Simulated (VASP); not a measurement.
YP2Pd2, 5 atoms in the cell. Symmetry: I4/mmm, No. 139, tetragonal system. Conventional cell: a = 3.993 Å, b = 3.993 Å, c = 9.754 Å, α = 90.00°, β = 90.00°, γ = 90.00°. Within 4.0 Å of Y (site symmetry 4/mmm) lie 10 P at 3.02 to 3.80 Å and 8 Pd at 3.15 Å and 4 Y at 3.99 Å. P (site symmetry 4mm) has 1 P at 2.16 Å and 4 Pd at 2.41 Å within 2.9 Å. Within 3.2 Å of Pd (site symmetry -4m2) lie 4 P at 2.41 Å and 4 Pd at 2.82 Å and 4 Y at 3.15 Å. 

```yaml
Program: VASP 6.6.1
Task: single point
Functional: PBEsol
Potentials_or_basis: VASP PAW PBE potentials, release 64 (Y_sv, P, Pd)
Cutoff: 500 eV
k_mesh: 12 × 12 × 12
Occupations: gaussian, width 0.1 eV
Spin: no spin polarisation
Dipole_correction: no
Further_INCAR_settings: ALGO = Normal; EDIFF = 1e-06; NBANDS = 28
```

Potentials or basis: VASP PAW PBE potentials, release 64 (Y_sv, P, Pd).

The run is started by

```bash
$ cat potpaw_PBE.64/Y_sv/POTCAR potpaw_PBE.64/P/POTCAR potpaw_PBE.64/Pd/POTCAR > POTCAR
$ mpirun -np 1 vasp_std > vasp.out
```

Hardware: 1 thread of Intel(R) Xeon(R) Platinum 8259CL CPU @ 2.50GHz (Skylake/Cascade Lake) (shared host).

Task: Estimate the wall time of this run.

Result: It took 12 min on 1 thread of Intel(R) Xeon(R) Platinum 8259CL CPU @ 2.50GHz (Skylake/Cascade Lake), on a shared host, peak memory 0.53 GiB. Counts: scf iterations 14, k points 163.
